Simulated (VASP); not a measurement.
Crystal: TiFeC4N4.

```
Ti Fe C N
1.0
     7.26623    0.00000    0.00000
     0.00000    7.26623    0.00000
     0.00000    0.00000    3.52344
Ti Fe C N
1 1 4 4
Direct
  0.00000 0.00000 0.00000
  0.50000 0.50000 0.00000
  0.18859 0.81141 0.00000
  0.81141 0.18859 0.00000
  0.18859 0.18859 0.00000
  0.81141 0.81141 0.00000
  0.30245 0.69755 0.00000
  0.69755 0.30245 0.00000
  0.30245 0.30245 0.00000
  0.69755 0.69755 0.00000
```

* Program: VASP 6.6.1
* Task: relaxation of cell and atoms
* Functional: PBE
* Potentials or basis: VASP PAW PBE potentials, release 64 (Ti_sv, Fe, C, N)
* Cutoff: 600 eV
* k mesh: 4 × 4 × 6
* Occupations: gaussian, width 0.1 eV
* Spin: collinear spin, ferromagnetic start
* Starting moments: [-1.0, -4.0, 0.0, 0.0, 0.0, 0.0, 0.0, 0.0, 0.0, 0.0] μB

At the start: pressure 4.2 GPa; volume 18.60 Å³/atom.

Q: How do energy, volume and symmetry change on relaxing?

A: Over 40 steps the energy falls by 214.4 meV/atom and the volume is 17.60 Å³/atom (-5.4 %); space group P4/mmm (No. 123, to 0.1 Å) before and after; moment 0.01 μB per cell.

The path:
```
step  energy change (eV)  largest force (eV/Å)  pressure (GPa)  volume (Å³)
   1              0.0000                2.9949            4.18       186.03
   2             -1.0301                5.4670          -10.65       199.27
   3             -1.1992                4.6537           -7.43       195.40
   4             -1.8085                1.5099           -3.05       195.56
   5             -1.8099                1.7291           -2.79       195.56
   6             -1.9354                1.0744           -2.88       193.97
   7             -2.0636                0.6567           -2.60       190.12
   8             -2.0629                1.3363            0.50       187.04
   9             -2.0803                0.4617           -1.09       188.58
  10             -2.0928                0.2706           -0.92       187.41
  11             -2.1028                0.5965           -0.49       185.01
  12             -2.1087                0.2262            0.26       184.00
  13             -2.1090                0.3141            0.45       183.74
  14             -2.1140                0.2237            0.38       183.44
  15             -2.1235                0.1558            0.17       182.51
  16             -2.1174                0.5964           -0.20       180.67
  17             -2.1252                0.2211            0.04       181.93
  18             -2.1266                0.3117            0.44       181.63
  19             -2.1271                0.1450            0.31       181.73
  20             -2.1300                0.1011           -0.04       181.76
  21             -2.1310                0.1438           -0.42       181.80
  22             -2.1329                0.1975           -0.30       181.44
  23             -2.1336                0.3667           -0.17       181.02
  24             -2.1343                0.3475           -0.20       180.92
  25             -2.1360                0.2893           -0.29       180.61
  26             -2.1384                0.1738           -0.48       179.98
  27             -2.1392                0.0827           -0.86       178.73
  28             -2.1395                0.0293           -0.73       179.18
  29             -2.1405                0.0443           -0.63       178.87
  30             -2.1424                0.1060           -0.33       177.93
  31             -2.1423                0.3120            0.28       176.08
  32             -2.1431                0.2034           -0.05       177.05
  33             -2.1438                0.0839           -0.18       176.49
  34             -2.1438                0.0497           -0.14       176.57
  35             -2.1438                0.0424           -0.15       176.59
  36             -2.1440                0.0440           -0.11       176.50
  37             -2.1443                0.0589            0.01       176.25
  38             -2.1442                0.0885            0.26       175.74
  39             -2.1443                0.0706            0.12       176.05
  40             -2.1444                0.0399            0.05       175.99
```

Final structure:
```
Ti Fe C N
1.0
     7.30690    0.00000    0.00000
     0.00000    7.30690    0.00000
     0.00000    0.00000    3.29626
Ti Fe C N
1 1 4 4
Direct
  0.00000 0.00000 0.00000
  0.50000 0.50000 0.00000
  0.20721 0.79279 0.00000
  0.79279 0.20721 0.00000
  0.20721 0.20721 0.00000
  0.79279 0.79279 0.00000
  0.32110 0.67890 0.00000
  0.67890 0.32110 0.00000
  0.32110 0.32110 0.00000
  0.67890 0.67890 0.00000
```
